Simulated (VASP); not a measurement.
# Si2W (I4/mmm) in VASP: vibrations by perturbation theory with PBE

Aim: the vibrations by perturbation theory of Si2W with PBE.

Everything below comes from runs of VASP 6.6.1. Logs are shortened: lines on timing, memory, paths and dates and some standing lists are left out, and cuts for length are marked.

### Step 1. The cell of the first run

The structure is tetragonal, space group I4/mmm (No. 139). Conventional cell: a = 3.214 Å, b = 3.214 Å, c = 7.830 Å, α = 90.00°, β = 90.00°, γ = 90.00°. Within 3.4 Å of W (site symmetry 4/mmm) lie 10 Si at 2.62 Å and 4 W at 3.21 Å. Si (site symmetry 4mm) has 9 Si at 2.59 to 3.21 Å and 5 W at 2.62 Å within 3.4 Å.

### Step 2. Vibrations by perturbation theory, PBE

Input file INCAR:

```
ALGO = Normal ; EDIFF = 1E-8
ENCUT = 520 ; GGA = PE
IBRION = 8 ; ISIF = 2
ISMEAR = -1 ; LASPH = True
LCHARG = False ; LREAL = False
LWAVE = False ; NBANDS = 18
NELM = 100 ; NSW = 1
PREC = Accurate ; SIGMA = 0.05
```

Input file KPOINTS:

```
k-points
0
Gamma
  9 9 9
```

Input file POSCAR:

```
Si2W
1.0
   -1.6069000000      1.6069000000      3.9149500000
    1.6069000000     -1.6069000000      3.9149500000
    1.6069000000      1.6069000000     -3.9149500000
W Si
1 2
Direct
    0.0000000000      0.0000000000      0.0000000000
    0.6653000000      0.6653000000      0.0000000000
    0.3347000000      0.3347000000      0.0000000000
```

Potentials or basis: VASP PAW PBE potentials, release 64 (W_sv, Si).

Launch:

```sh
cat potpaw_PBE.64/W_sv/POTCAR potpaw_PBE.64/Si/POTCAR > POTCAR
mpirun -np 1 vasp_std > vasp.out
```

OUTCAR:

```text
EDIFF = 1E-8
   ENCUT = 520
   GGA = PE
   IBRION = 8
   ISIF = 2
   ISMEAR = -1
   LASPH = True
   LREAL = False
   NELM = 100
   NSW = 1
   PREC = Accurate

 ion  position               nearest neighbor table
   1  0.000  0.000  0.000-   2 2.62   2 2.62   2 2.62   3 2.62   2 2.62   3 2.62   3 2.62   3 2.62
                             2 2.62   3 2.62
   2  0.665  0.665  0.000-   3 2.59   1 2.62   1 2.62   1 2.62   1 2.62   1 2.62   3 2.63   3 2.63
                             3 2.63   3 2.63
   3  0.335  0.335  0.000-   2 2.59   1 2.62   1 2.62   1 2.62   1 2.62   1 2.62   2 2.63   2 2.63
                             2 2.63   2 2.63

  LATTYP: Found a body centered tetragonal cell.
 ALAT       =     3.2138000000
 C/A-ratio  =     2.4363370465

  Lattice vectors:

 A1 = (  -1.6069000000,   1.6069000000,   3.9149500000)
 A2 = (   1.6069000000,  -1.6069000000,   3.9149500000)
 A3 = (   1.6069000000,   1.6069000000,  -3.9149500000)

Analysis of symmetry for initial positions (statically):
=====================================================================
 Subroutine PRICEL returns:
 Original cell was already a primitive cell.

 Routine SETGRP: Setting up the symmetry group for a
 body centered tetragonal supercell.

 Subroutine GETGRP returns: Found 16 space group operations
 (whereof 16 operations were pure point group operations)
 out of a pool of 16 trial point group operations.

The static configuration has the point symmetry D_4h.

Analysis of symmetry for dynamics (positions and initial velocities):
=====================================================================
 Subroutine PRICEL returns:
 Original cell was already a primitive cell.

 Routine SETGRP: Setting up the symmetry group for a
 body centered tetragonal supercell.

 Subroutine GETGRP returns: Found 16 space group operations
 (whereof 16 operations were pure point group operations)
 out of a pool of 16 trial point group operations.

[... 686 lines left out ...]
      0.00000      0.00000      0.00000        -0.000000     -0.000000     -0.000000
      0.00000      0.00000      5.20923         0.000000      0.000000      0.044977
      0.00000      0.00000      2.62067         0.000000      0.000000     -0.044977
 -----------------------------------------------------------------------------------
    total drift:                               -0.000000     -0.000000      0.000000

  FREE ENERGIE OF THE ION-ELECTRON SYSTEM (eV)
  ---------------------------------------------------
  free  energy   TOTEN  =       -24.8079435849 eV

  energy  without entropy=      -24.8050985241  energy(sigma->0) =      -24.80652105

[... ionic steps 2 to 3 ...]

--------------------------------------- Ionic step        4  -------------------------------------------

------------------------ aborting loop because EDIFF is reached ----------------------------------------
[... 11 lines left out ...]
[... ionic steps 8 to 8 ...]

--------------------------------------- Ionic step        9  -------------------------------------------

 Free energy of the ion-electron system (eV)
  ---------------------------------------------------
  ---------------------------------------------------
  free energy    TOTEN  =        -0.02265526 eV

  energy without entropy =       -0.02265560

------------------------ aborting loop because EDIFF is reached ----------------------------------------

 INTERNAL STRAIN TENSOR  FOR ION    2  DIRECTION 3   (eV/Angst):
 -----------------------------------------------------------------------------
    -2.68788  0.00000  0.00000
     0.00000 -2.68788 -0.00000
     0.00000 -0.00000 -2.88798

 INTERNAL STRAIN TENSOR FOR ION    3 for displacements in x,y,z  (eV/Angst):
          X           Y           Z          XY          YZ          ZX
  --------------------------------------------------------------------------------
  x     0.00000     0.00000     0.00000     0.00000     0.00000     1.17666
  y     0.00000     0.00000     0.00000     0.00000     2.05495     0.00000
  z     2.68788     2.68788     2.88798     0.00000     0.00000     0.00000

 SECOND DERIVATIVES (NOT SYMMETRIZED)
 ------------------------------------
               1X          1Y          1Z          2X          2Y          2Z          3X          3Y          3Z
  1X   -10.745823    0.000000    0.000000    5.372912    0.000000    0.000000    5.372912    0.000000    0.000000
  1Y     0.000000  -10.745823    0.000000    0.000000    5.372912    0.000000    0.000000    5.372912    0.000000
  1Z     0.000000    0.000000  -14.819884    0.000000    0.000000    7.409942    0.000000    0.000000    7.409942
  2X     5.374494    0.000000    0.000000   -8.524300    0.000000    0.000000    3.149806    0.000000    0.000000
  2Y     0.000000    5.374494    0.000000    0.000000   -8.524300    0.000000    0.000000    3.149806    0.000000
  2Z     0.000000    0.000000    7.409106    0.000000    0.000000  -13.963707    0.000000    0.000000    6.554601
  3X     5.374494    0.000000    0.000000    3.149806    0.000000    0.000000   -8.524300    0.000000    0.000000
  3Y     0.000000    5.374494    0.000000    0.000000    3.149806    0.000000    0.000000   -8.524300    0.000000
  3Z     0.000000    0.000000    7.409106    0.000000    0.000000    6.554601    0.000000    0.000000  -13.963707

 Eigenvectors and eigenvalues of the dynamical matrix
 ----------------------------------------------------

   1 f  =   13.362394 THz    83.958399 2PiTHz  445.721495 cm-1    55.262397 meV
             X         Y         Z           dx          dy          dz
      0.000000  0.000000  0.000000     0.000000    0.000000    0.000000
      0.000000  0.000000  5.209232     0.000000    0.000000    0.707107
      0.000000  0.000000  2.620668    -0.000000   -0.000000   -0.707107
[... 43 lines left out ...]
   9 f/i=    0.000487 THz     0.003060 2PiTHz    0.016245 cm-1     0.002014 meV
             X         Y         Z           dx          dy          dz
      0.000000  0.000000  0.000000    -0.319846    0.814696    0.000000
      0.000000  0.000000  5.209232    -0.124992    0.318373    0.000000
      0.000000  0.000000  2.620668    -0.124992    0.318373    0.000000

--------------------------------------------------------------------------------------------------------

 ELASTIC MODULI CONTR FROM IONIC RELAXATION (kBar)
 Direction    XX          YY          ZZ          XY          YZ          ZX
 --------------------------------------------------------------------------------
 XX         -27.9033    -27.9033    -29.9806      0.0000     -0.0000      0.0000
 YY         -27.9033    -27.9033    -29.9806      0.0000     -0.0000      0.0000
 ZZ         -29.9806    -29.9806    -32.2125      0.0000     -0.0000      0.0000
 XY           0.0000      0.0000      0.0000      0.0000      0.0000      0.0000
 YZ          -0.0000     -0.0000     -0.0000      0.0000    -28.6652      0.0000
 ZX           0.0000      0.0000      0.0000      0.0000      0.0000     -9.3984
 --------------------------------------------------------------------------------
```

Wall time 14 min (1 thread of AMD EPYC 7R43 (Zen 3), shared host); peak memory 0.56 GiB.

What came out:

| Quantity | Value |
| --- | --- |
| Highest phonon frequency at Γ | 446 cm⁻¹ |

Phonon frequencies in cm⁻¹ (negative: imaginary):
```tsv
q point	frequencies
(0.000, 0.000, 0.000)	0 0 0 261 261 306 336 336 446
```

Caveat: the cell stands under pressure or tension, which shifts response properties; spin-orbit coupling is left out, which moves the levels of the heavy elements.
